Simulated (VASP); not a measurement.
Wanted: the native input for a VASP 6.6.1 run.

```
Task                   : single point
Functional             : PBE
Potentials or basis    : VASP PAW PBE potentials, release 64 (V_sv, N)
Cutoff                 : 520 eV
k mesh                 : 16 × 16 × 16
Occupations            : gaussian, width 0.15 eV
Spin                   : no spin polarisation
Dipole correction      : no
Further INCAR settings : ALGO = Normal; EDIFF = 1e-06; NBANDS = 32
```

The structure of VN2 lies in POSCAR:

```
VN2
1.0
   -2.0456815399      2.0456815399      2.4842410755
    2.0456815399     -2.0456815399      2.4842410755
    2.0456815399      2.0456815399     -2.4842410755
V N
2 4
Direct
    0.2500000000      0.2500000000      0.0000000000
    0.7500000000      0.7500000000      0.0000000000
    0.1135731475      0.6135731475      0.7271462950
    0.6135731475      0.8864268525      0.5000000000
    0.8864268525      0.3864268525      0.2728537050
    0.3864268525      0.1135731475      0.5000000000
```

This cell differs from its parent crystal: strain -0.050 along x and y, +0.000 along z.

These files were run (other wordings do the same):

INCAR

```
PREC = Accurate
ENCUT = 520
EDIFF = 1E-6
ISMEAR = 0
SIGMA = 0.15
LREAL = F
LASPH = T
NELM = 80
ALGO = Normal
ISIF = 2
LWAVE = F
LCHARG = F
GGA = PE
NBANDS = 32
```

KPOINTS

```
regular mesh
0
Gamma
  16 16 16
```

Potentials or basis: VASP PAW PBE potentials, release 64 (V_sv, N).

Run with:

```bash
$ cat potpaw_PBE.64/V_sv/POTCAR potpaw_PBE.64/N/POTCAR > POTCAR
$ mpirun -np 1 vasp_std > vasp.out
```

Results of the run:

```
Pressure               : 45.9 GPa
Largest force          : 1.358 eV/Å
Band gap on the k mesh : zero (band 23 reaches 13.50 eV, above the bottom of band 24 at 13.01 eV)
```

Caveat: the cell differs from its parent crystal (strain -0.050 along x and y, +0.000 along z); the run has no spin polarisation, though such a crystal can be magnetic; forces of over 1 eV/Å act on the atoms, so gaps and moduli don't describe the material at rest.

Run time: 6.5 min on 1 thread of Intel(R) Xeon(R) Platinum 8259CL CPU @ 2.50GHz (Skylake/Cascade Lake) (shared host), peak memory 0.44 GiB.
